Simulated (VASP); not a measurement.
A run of VASP 6.6.1:

The input INCAR:

```
SYSTEM = AgO
PREC     = Accurate       ! precision mode
ENCUT    = 520            ! plane-wave cutoff, eV
EDIFF    = 1E-6           ! SCF threshold, eV
ISMEAR   = 0              ! smearing method
SIGMA    = 0.15           ! smearing width, eV
LREAL    = .FALSE.        ! projectors in reciprocal space
LASPH    = .TRUE.         ! aspherical terms in the spheres
NELM     = 60             ! most SCF steps
ALGO     = Normal         ! electronic algorithm
ISIF     = 2              ! what is computed and relaxed
LWAVE    = .FALSE.        ! write WAVECAR
LCHARG   = .TRUE.         ! write CHGCAR
GGA      = PS             ! functional
LELF     = .TRUE.         ! ELF
LVHAR    = .TRUE.       
NBANDS   = 16             ! bands
```

KPOINTS

```
Automatic mesh
0
G
  18 18 18
  0 0 0
```

Contents of POSCAR:

```
AgO
1.0
    0.0000000000      2.3327001692      2.5659701861
    2.3327001692      0.0000000000      2.5659701861
    2.3327001692      2.3327001692      0.0000000000
Ag O
1 1
Direct
    0.0000000000      0.0000000000      0.0000000000
    0.7500000000      0.7500000000      0.7500000000
```

Potentials or basis: VASP PAW PBE potentials, release 64 (Ag, O).

Run with:

```sh
$ cat potpaw_PBE.64/Ag/POTCAR potpaw_PBE.64/O/POTCAR > POTCAR
$ mpirun -np 1 vasp_std > vasp.out
```

Hardware: 1 thread of Intel Xeon 8259CL, on a shared host.

How long does it take, and how much memory?

It took 6.7 min on 1 thread of Intel Xeon 8259CL, with other jobs on the host, peak memory 0.33 GiB. Counts: scf iterations 13, k points 480.
